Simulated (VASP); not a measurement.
Write the native input for VASP 6.6.1 that does the following.

```
Task                   : single point
Functional             : LDA
Potentials or basis    : VASP PAW LDA potentials, release 64 (K_sv, F)
Cutoff                 : 520 eV
k mesh                 : 8 × 8 × 8
Occupations            : gaussian, width 0.05 eV
Spin                   : no spin polarisation
Dipole correction      : no
Further INCAR settings : ALGO = Normal; EDIFF = 1e-06; NBANDS = 15
```

The structure of KF lies in POSCAR:

```
KF
1.0
    3.3567236500      0.0000000000      0.0000000000
    0.0000000000      3.3567236500      0.0000000000
    0.0000000000      0.0000000000      3.1611863500
K F
1 1
Direct
    0.0000000000      0.0000000000      0.0000000000
    0.5000000000      0.5000000000      0.5000000000
```

This cell differs from its parent crystal: strain +0.030 along x and y, -0.030 along z.

These files were run (other wordings do the same):

INCAR

```
  PREC = Accurate
  ENCUT = 520
  EDIFF = 1E-6
  ISMEAR = 0
  SIGMA = 0.05
  LREAL = F
  LASPH = T
  NELM = 100
  ALGO = Normal
  ISIF = 2
  LWAVE = F
  LCHARG = F
  NBANDS = 15
```

KPOINTS

```
regular mesh
0
Gamma
  8 8 8
```

Potentials or basis: VASP PAW LDA potentials, release 64 (K_sv, F).

The run is started by

```bash
$ cat potpaw_LDA.64/K_sv/POTCAR potpaw_LDA.64/F/POTCAR > POTCAR
$ mpirun -np 1 vasp_std > vasp.out
```

It gave:

```json
{
  "Pressure": "-6.2 GPa",
  "Band gap on the k mesh": "5.56 eV, indirect (least direct gap 5.61 eV)"
}
```

Caveat: the cell differs from its parent crystal (strain +0.030 along x and y, -0.030 along z).

It took 38 s on 1 thread of Intel(R) Xeon(R) Platinum 8259CL CPU @ 2.50GHz (Skylake/Cascade Lake), on a shared host, peak memory 0.16 GiB.
